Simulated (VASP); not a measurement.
# Al4N5 in VASP: further runs

The runs below take Al4N5 through single point, with PBE.

Program: VASP 6.6.1. These are calculated values, not measurements. Logs are shortened: lines on timing, memory, paths and dates and some standing lists are left out, and cuts for length are marked.

### Step 1. The cell of the first run

The cell holds a slab with vacuum, 18 atoms: a = 6.260 Å, b = 5.017 Å, c = 20.162 Å, α = 90.00°, β = 90.00°, γ = 90.00°.

### Step 2. Single point, PBE

The input, INCAR:

```
ALGO = Normal
DIPOL = 0.5 0.5 0.316
EDIFF = 1E-7
ENCUT = 520
GGA = PE
IDIPOL = 3
ISIF = 2
ISMEAR = 0
LASPH = T
LCHARG = F
LDIPOL = T
LREAL = Auto
LWAVE = F
NBANDS = 52
NELM = 60
PREC = Accurate
SIGMA = 0.05
```

The input, KPOINTS:

```
k-points
0
Gamma
  5 6 1
```

The input, POSCAR:

```
Al4N5
1.0
    6.2595366887      0.0000000000      0.0000000000
    0.0000000000      5.0173032419      0.0000000000
    0.0000000000      0.0000000000     20.1620320362
Al N
8 10
Direct
    0.0000000000      0.9982714950      0.1983927013
    0.5000000000      0.9982714950      0.1983927013
    0.2500000000      0.4982714950      0.2432039732
    0.7500000000      0.4982714950      0.2432039732
    0.2500000000      0.9915197249      0.3381855719
    0.7500000000      0.9915197249      0.3381855719
    0.0000000000      0.4624332456      0.3657061888
    0.5000000000      0.4624332456      0.3657061888
    0.0000000000      0.6167285050      0.1983927013
    0.5000000000      0.6167285050      0.1983927013
    0.2500000000      0.1167285050      0.2432039732
    0.7500000000      0.1167285050      0.2432039732
    0.2500000000      0.6143669383      0.3369672669
    0.7500000000      0.6143669383      0.3369672669
    0.0000000000      0.1112303967      0.3750629908
    0.5000000000      0.1112303967      0.3750629908
    0.2500000000      0.4445637300      0.5215059227
    0.2500000000      0.4445637300      0.5761699766
```

Potentials or basis: VASP PAW PBE potentials, release 64 (Al, N).

The run is started by

```console
> cat potpaw_PBE.64/Al/POTCAR potpaw_PBE.64/N/POTCAR > POTCAR
> mpirun -np 1 vasp_std > vasp.out
```

OUTCAR:

```text
EDIFF = 1E-7
   ENCUT = 520
   GGA = PE
   ISIF = 2
   ISMEAR = 0
   LASPH = T
   LREAL = Auto
   NELM = 60
   PREC = Accurate

 ion  position               nearest neighbor table
   1  0.000  0.998  0.198-  11 1.90  12 1.90   9 1.91   4 3.09   3 3.09   3 3.09   4 3.09   2 3.13
                             2 3.13   5 3.22   6 3.22
   2  0.500  0.998  0.198-  11 1.90  12 1.90  10 1.91   4 3.09   3 3.09   3 3.09   4 3.09   1 3.13
                             1 3.13   5 3.22   6 3.22
   3  0.250  0.498  0.243-   9 1.90  10 1.90  11 1.91  13 1.98   7 2.93   8 2.93   1 3.09   2 3.09
                             1 3.09   2 3.09   5 3.13   4 3.13   4 3.13   5 3.18
   4  0.750  0.498  0.243-   9 1.90  10 1.90  12 1.91  14 1.98   7 2.93   8 2.93   1 3.09   2 3.09
                             1 3.09   2 3.09   6 3.13   3 3.13   3 3.13   6 3.18
   5  0.250  0.992  0.338-  15 1.83  16 1.83  13 1.89  11 2.02   7 2.89   8 2.89   3 3.13   6 3.13
                             6 3.13   8 3.13   7 3.13   3 3.18   2 3.22   1 3.22
   6  0.750  0.992  0.338-  15 1.83  16 1.83  14 1.89  12 2.02   7 2.89   8 2.89   4 3.13   5 3.13
                             5 3.13   8 3.13   7 3.13   4 3.18   2 3.22   1 3.22
   7  0.000  0.462  0.366-  15 1.77  14 1.83  13 1.83   6 2.89   5 2.89   4 2.93   3 2.93   8 3.13
                             8 3.13   6 3.13   5 3.13
   8  0.500  0.462  0.366-  16 1.77  14 1.83  13 1.83   6 2.89   5 2.89   4 2.93   3 2.93   7 3.13
                             7 3.13   6 3.13   5 3.13
   9  0.000  0.617  0.198-   3 1.90   4 1.90   1 1.91
  10  0.500  0.617  0.198-   3 1.90   4 1.90   2 1.91
  11  0.250  0.117  0.243-   1 1.90   2 1.90   3 1.91   5 2.02
  12  0.750  0.117  0.243-   1 1.90   2 1.90   4 1.91   6 2.02
  13  0.250  0.614  0.337-   7 1.83   8 1.83   5 1.89   3 1.98
  14  0.750  0.614  0.337-   7 1.83   8 1.83   6 1.89   4 1.98
  15  0.000  0.111  0.375-   7 1.77   6 1.83   5 1.83
  16  0.500  0.111  0.375-   8 1.77   6 1.83   5 1.83
  17  0.250  0.445  0.522-  18 1.10
  18  0.250  0.445  0.576-  17 1.10

  LATTYP: Found a simple orthorhombic cell.
 ALAT       =     5.0173032419
 B/A-ratio  =     1.2475898679
 C/A-ratio  =     4.0184997924

  Lattice vectors:

 A1 = (   0.0000000000,  -5.0173032419,   0.0000000000)
 A2 = (   6.2595366887,   0.0000000000,   0.0000000000)
 A3 = (   0.0000000000,   0.0000000000,  20.1620320362)

Analysis of symmetry for initial positions (statically):
=====================================================================
 Subroutine PRICEL returns:
 Original cell was already a primitive cell.

 Routine SETGRP: Setting up the symmetry group for a
 simple orthorhombic supercell.

 Subroutine GETGRP returns: Found  2 space group operations
 (whereof  1 operations were pure point group operations)
 out of a pool of  8 trial point group operations.

The static configuration has the point symmetry C_1 .
 The point group associated with its full space group is C_1h.

Analysis of symmetry for dynamics (positions and initial velocities):
=====================================================================
 Subroutine PRICEL returns:
 Original cell was already a primitive cell.

 Routine SETGRP: Setting up the symmetry group for a
 simple orthorhombic supercell.

 Subroutine GETGRP returns: Found  2 space group operations
 (whereof  1 operations were pure point group operations)
 out of a pool of  8 trial point group operations.

The dynamic configuration has the point symmetry C_1 .
 The point group associated with its full space group is C_1h.

 Subroutine INISYM returns: Found  2 space group operations
 (whereof  1 operations are pure point group operations),
 and found     1 'primitive' translations

----------------------------------------------------------------------------------------

                                     Primitive cell

  volume of cell :     633.2087

  direct lattice vectors                    reciprocal lattice vectors
     6.259536689  0.000000000  0.000000000     0.159756233  0.000000000  0.000000000
     0.000000000  5.017303242  0.000000000     0.000000000  0.199310257  0.000000000
     0.000000000  0.000000000 20.162032036     0.000000000  0.000000000  0.049598175

  length of vectors
     6.259536689  5.017303242 20.162032036     0.159756233  0.199310257  0.049598175

  position of ions in fractional coordinates (direct lattice)
[... 54 lines left out ...]

  Length of vectors
     0.031951247  0.033218376  0.049598175

  Shift w.r.t. Gamma in fractional coordinates (k-lattice)
     0.000000000  0.000000000  0.000000000

 Subroutine IBZKPT returns following result:
 ===========================================

 Found     12 irreducible k-points:

 Following reciprocal coordinates:
            Coordinates               Weight
  0.000000  0.000000  0.000000      1.000000
  0.200000  0.000000  0.000000      2.000000
  0.400000  0.000000  0.000000      2.000000
  0.000000  0.166667  0.000000      2.000000
  0.200000  0.166667  0.000000      4.000000
  0.400000  0.166667  0.000000      4.000000
  0.000000  0.333333  0.000000      2.000000
  0.200000  0.333333  0.000000      4.000000
  0.400000  0.333333  0.000000      4.000000
  0.000000  0.500000  0.000000      1.000000
  0.200000  0.500000  0.000000      2.000000
  0.400000  0.500000  0.000000      2.000000
   k-points           NKPTS =     12   k-points in BZ     NKDIM =     12   number of bands    NBANDS=     52
   number of dos      NEDOS =    301   number of ions     NIONS =     18
   total plane-waves  NPLWV = 288000
   dimension x,y,z NGX =    48 NGY =   40 NGZ =  150
   dimension x,y,z NGXF=    96 NGYF=   80 NGZF=  300
   ions per type =               8  10
   NGX,Y,Z   is equivalent  to a cutoff of  12.75, 13.25, 12.37 a.u.
   NGXF,Y,Z  is equivalent  to a cutoff of  25.50, 26.51, 24.74 a.u.
 SYSTEM =  unknown system
   PREC   = accura    normal or accurate (medium, high low for compatibility)
   ISTART =      0    job   : 0-new  1-cont  2-samecut
   ICHARG =      2    charge: 1-file 2-atom 10-const
   ISPIN  =      1    spin polarized calculation?
   LNONCOLLINEAR =      F non collinear calculations
   LSORBIT =      F    spin-orbit coupling
   LASPH  =      T    aspherical Exc in radial PAW
   ENCUT  =  520.0 eV  38.22 Ry    6.18 a.u.  11.64  9.33 37.49*2*pi/ulx,y,z
   NELM   =     60;   NELMIN=  2; NELMDL= -5     # of ELM steps
   EDIFF  = 0.1E-06   stopping-criterion for ELM
   LREAL  =      T    real-space projection
   EDIFFG = 0.1E-05   stopping-criterion for IOM
   NSW    =      0    number of steps for IOM
   IBRION =     -1    ionic relax: 0-MD 1-quasi-New 2-CG
   NFREE  =      0    steps in history (QN), initial steepest desc. (CG)
   ISIF   =      2    stress and relaxation
   ISYM   =      2    0-nonsym 1-usesym 2-fastsym
   POTIM  = 0.5000    time-step for ionic-motion
   TEBEG  =    0.0;   TEEND  =   0.0 temperature during run
   PSTRESS=    0.0 pullay stress
   NELECT =      74.0000    total number of electrons
   NUPDOWN=      -1.0000    fix difference up-down
   EMIN   =  10.00;   EMAX   =-10.00  energy-range for DOS
   EFERMI =   0.00;   METHOD = LEGACY
   ISMEAR =     0;   SIGMA  =   0.05  broadening in eV -4-tet -1-fermi 0-gaus
   EFERMI_NEDOS =   21; number of points for ismear=-14 and -15
   IALGO  =     38    algorithm
   IMIX   =      4    mixing-type and parameters
     AMIX     =   0.40;   BMIX     =  1.00
     AMIX_MAG =   1.60;   BMIX_MAG =  1.00
  volume/ion in A,a.u.               =      35.18       237.39
  Fermi-wavevector in a.u.,A,eV,Ry     =   0.800393  1.512523  8.716280  0.640628
  Thomas-Fermi vector in A             =   1.907680
   LORBIT       =      0    0 simple, 1 ext, 2 COOP (PROOUT), +10 PAW based schemes
   GGA     = PE    functional components
   LHFCALC =     F    Hartree Fock is set to
   AEXX    =    0.0000 exact exchange contribution
   IVDW    =     0    specifies the selected vdW correction
   LEPSILON=     F    determine dielectric tensor
   LRPA    =     F    only Hartree local field effects (RPA)
 non-spin polarized calculation
 Gauss-broadening in eV      SIGMA  =   0.05
  energy-cutoff  :      520.00
  volume of cell :      633.21
 maximum number of plane-waves:     17102
 NGX is ok and might be reduce to    48
   NGX = 23   NGY = 19   NGZ = 75

 dipolmoment           0.000000      0.000000     -0.008589 electrons x Angstroem

 number of electron      73.9999993 magnetization

 dipolmoment           0.000000      0.000000      0.020357 electrons x Angstroem

 Free energy of the ion-electron system (eV)
  ---------------------------------------------------
  ext. energy  EPLUGINS =         0.00000000
  ---------------------------------------------------
  free energy    TOTEN  =      -126.71301227 eV

  energy without entropy =     -126.71301227  energy(sigma->0) =     -126.71301227

 E-fermi :  -1.4145     XC(G=0):  -4.2399

 val. band max:       -1.6448503507   @ k =   0.0000   0.5000   0.0000
 cond. band min:      -0.2345370080   @ k =   0.0000   0.0000   0.0000
 fundamental gap:      1.4103133427
 Fermi energy:        -1.4145132756

 k-point     1 :       0.0000    0.0000    0.0000
  band No.  band energies     occupation
      1     -25.1924      2.00000
      2     -16.8847      2.00000
      3     -15.7393      2.00000
      4     -15.7267      2.00000
      5     -14.8884      2.00000
      6     -14.5166      2.00000
[... 613 lines left out ...]
     48       4.4592      0.00000
     49       4.7736      0.00000
 [bands above 49 left out]

------------------------ aborting loop because EDIFF is reached ----------------------------------------

 vacuum level on the upper side and lower side of the slab       (xc-potential included)         0.023        -0.072

  FORCE on cell =-STRESS in cart. coord.  units (eV):
  Direction    XX          YY          ZZ          XY          YZ          ZX
  --------------------------------------------------------------------------------------
  -------------------------------------------------------------------------------------
  Total        3.7889715     -4.3769613     -3.8547675      0.0000000      1.7710695      0.0000000
  in kB        9.5870519    -11.0748142     -9.7535324      0.0000000      4.4812517      0.0000000
  external PRESSURE =      -3.7470982 kB  Pullay stress =       0.0000000 kB

 VOLUME and BASIS-vectors are now :
 -----------------------------------------------------------------------------
  energy-cutoff  :      520.00
  volume of cell :      633.21
      direct lattice vectors                 reciprocal lattice vectors
     6.259536689  0.000000000  0.000000000     0.159756233  0.000000000  0.000000000
     0.000000000  5.017303242  0.000000000     0.000000000  0.199310257  0.000000000
     0.000000000  0.000000000 20.162032036     0.000000000  0.000000000  0.049598175

 POSITION                                       TOTAL-FORCE (eV/Angst)
 -----------------------------------------------------------------------------------
      0.00000      5.00863      4.00000         0.002081     -1.630025      2.302692
      3.12977      5.00863      4.00000        -0.002081     -1.630025      2.302692
      1.56488      2.49998      4.90349         0.000000      0.807100     -1.926707
      4.69465      2.49998      4.90349         0.000000      0.794675     -1.954007
      1.56488      4.97476      6.81851         0.000000     -0.027002     -0.009772
      4.69465      4.97476      6.81851         0.000000     -0.008997     -0.013399
[... 10 lines left out ...]
      1.56488      2.23051     10.51462         0.000000      0.090102     -1.750222
      1.56488      2.23051     11.61676         0.000000     -0.045570      1.751482
 -----------------------------------------------------------------------------------
    total drift:                               -0.000000     -0.006397      0.012452

  FREE ENERGIE OF THE ION-ELECTRON SYSTEM (eV)
  ---------------------------------------------------
  free  energy   TOTEN  =      -126.7130122714 eV

  energy  without entropy=     -126.7130122714  energy(sigma->0) =     -126.71301227

 vacuum level on the upper side and lower side of the slab         3.359         3.272
```

Run time: 24 min. Hardware: 1 thread of Intel Xeon 8259CL, shared host; peak memory 0.71 GiB.

What came out:

- Free energy: -126.7130 eV
- Largest force: 2.821 eV/Å
- Band gap on the k mesh: 1.41 eV (least direct gap 1.43 eV)

Forces on the atoms (eV/Å):
```
Al   0.002 -1.630  2.303
Al  -0.002 -1.630  2.303
Al   0.000  0.807 -1.927
Al   0.000  0.795 -1.954
Al   0.000 -0.027 -0.010
Al   0.000 -0.009 -0.013
Al   0.057  0.036  0.004
Al  -0.057  0.036  0.004
N   -0.003  0.715  0.773
N    0.003  0.715  0.773
N    0.000  0.116 -1.122
N    0.000  0.116 -1.120
N    0.000 -0.022 -0.025
N    0.000 -0.018  0.034
N   -0.025 -0.023 -0.012
N    0.025 -0.023 -0.012
N    0.000  0.090 -1.750
N    0.000 -0.046  1.751
```

Levels at points of the mesh, in eV from the valence-band top:
| k point | band 34 | band 35 | band 36 | band 37 | band 38 | band 39 | band 40 | band 41 |
| --- | --- | --- | --- | --- | --- | --- | --- | --- |
| (0.00, 0.00, 0.00) | -0.71 | -0.24 | -0.08 | -0.02 | 1.41 | 2.64 | 2.84 | 3.03 |
| (0.00, 0.50, 0.00) | -0.46 | -0.42 | -0.26 | 0.00 | 1.89 | 2.66 | 2.71 | 3.01 |

Caveat: the standard files for N, O and F lose accuracy on very short bonds.

### Step 3. Single point, PBE

The input, INCAR:

```
SYSTEM = Al4N5
PREC = Accurate
ENCUT = 520
EDIFF = 1E-7
ISMEAR = 0
SIGMA = 0.05
LREAL = Auto
LASPH = .TRUE.
NELM = 100
ALGO = Normal
ISIF = 2
LWAVE = .FALSE.
LCHARG = .FALSE.
LDIPOL = .TRUE.
IDIPOL = 3
DIPOL = 0.5 0.5 0.318
GGA = PE
NBANDS = 52
```

The input, KPOINTS:

```
regular mesh
0
G
  5 6 1
  0 0 0
```

POSCAR, as its differences from that of step 2:

```diff
@@ -24,3 +24,3 @@
     0.5000000000      0.1112303967      0.3750629908
-    0.2500000000      0.4445637300      0.5215059227
-    0.2500000000      0.4445637300      0.5761699766
+    0.2500000000      0.7778970633      0.5324226704
+    0.2500000000      0.7778970633      0.5870949960
```

Potentials or basis: VASP PAW PBE potentials, release 64 (Al, N).

The run is started by

```console
> cat potpaw_PBE.64/Al/POTCAR potpaw_PBE.64/N/POTCAR > POTCAR
> mpirun -np 1 vasp_std > vasp.out
```

Wall time 22 min (1 thread of Intel Xeon 8259CL, shared host); peak memory 0.71 GiB.

Results (log left out):

* Free energy: -126.6950 eV
* Largest force: 2.822 eV/Å
* Band gap on the k mesh: 1.39 eV (least direct gap 1.42 eV)

Forces on the atoms (eV/Å):
```
Al   0.001 -1.630  2.304
Al  -0.001 -1.630  2.304
Al   0.000  0.801 -1.930
Al   0.000  0.796 -1.945
Al   0.000 -0.025  0.020
Al   0.000 -0.005  0.000
Al   0.025  0.043 -0.013
Al  -0.025  0.043 -0.013
N   -0.002  0.716  0.773
N    0.002  0.716  0.773
N    0.000  0.115 -1.124
N    0.000  0.114 -1.122
N    0.000 -0.022 -0.016
N    0.000 -0.011  0.021
N   -0.014  0.010 -0.015
N    0.014  0.010 -0.015
N    0.000 -0.089 -1.739
N    0.000  0.049  1.738
```

Levels at points of the mesh, in eV from the valence-band top:
```tsv
k point	band 35	band 36	band 37	band 38	band 39	band 40
(0.00, 0.00, 0.00)	-0.24	-0.08	-0.03	1.39	2.91	2.91
(0.00, 0.50, 0.00)	-0.41	-0.26	0.00	1.90	2.81	2.95
```

Caveat: the standard files for N, O and F lose accuracy on very short bonds.

[end of part 1 of 2]
